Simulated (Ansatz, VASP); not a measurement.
# One calculation of Al, two programs

INCAR

```
SYSTEM = Al
PREC = Accurate
ENCUT = 520
EDIFF = 1E-6
ISMEAR = 0
SIGMA = 0.15
LREAL = .False.
LASPH = .True.
NELM = 60
ALGO = Normal
ISIF = 2
LWAVE = .False.
LCHARG = .False.
GGA = PE
IVDW = 12
NBANDS = 8
```

KPOINTS

```
regular mesh
0
Gamma
  22 22 22
  0 0 0
```

POSCAR

```
Al
1.0
    0.0000000000      2.2644895425      1.5391735420
    2.2644895425      0.0000000000      1.5391735420
    2.2644895425      2.2644895425      0.0000000000
Al
1
Direct
    0.0000000000      0.0000000000      0.0000000000
```

Input for Ansatz:

```yaml
crystal:
  lattice:
    - [0.0, 2.2644895425, 1.539173542]
    - [2.2644895425, 0.0, 1.539173542]
    - [2.2644895425, 2.2644895425, 0.0]
  atoms:
    - { symbol: Al, position: [0.0, 0.0, 0.0] }
basis:
  ecutwfc: 420
kpoints:
  mp_grid: { grid: [22, 22, 22] }
hamiltonian:
  xc: pbe
  pseudopotentials: { kind: paw, azcp: { folder: soft_1 } }
  dispersion: d3bj
scf:
  occupations: { method: gaussian, width: 0.15 }
output:
  forces: true
  stress: true
  eigenvalues: true
```

Alike in both runs: task single point; functional PBE; dispersion D3(BJ); k mesh 22 × 22 × 22; occupations gaussian, width 0.15 eV; no spin polarisation.

|  | VASP | Ansatz |
| --- | --- | --- |
| version | VASP 6.6.1 | Ansatz 0.2.0 |
| potentials or method | VASP PAW PBE potentials, release 64 (Al), cutoff 520 eV | scalar-relativistic, plane waves, PAW |
| valence electrons in the cell | 3 | 3 |

```csv
,VASP,Ansatz,Ansatz less VASP
gap on the k mesh at the Fermi level (eV),none,none,-
pressure (GPa),1.8,1.8,-0.01
"traceless stress, the component that is largest in VASP (GPa)",-0.89,-0.89,+0.005
```

A gap of «none» marks a metal or a gap that the smearing closes.
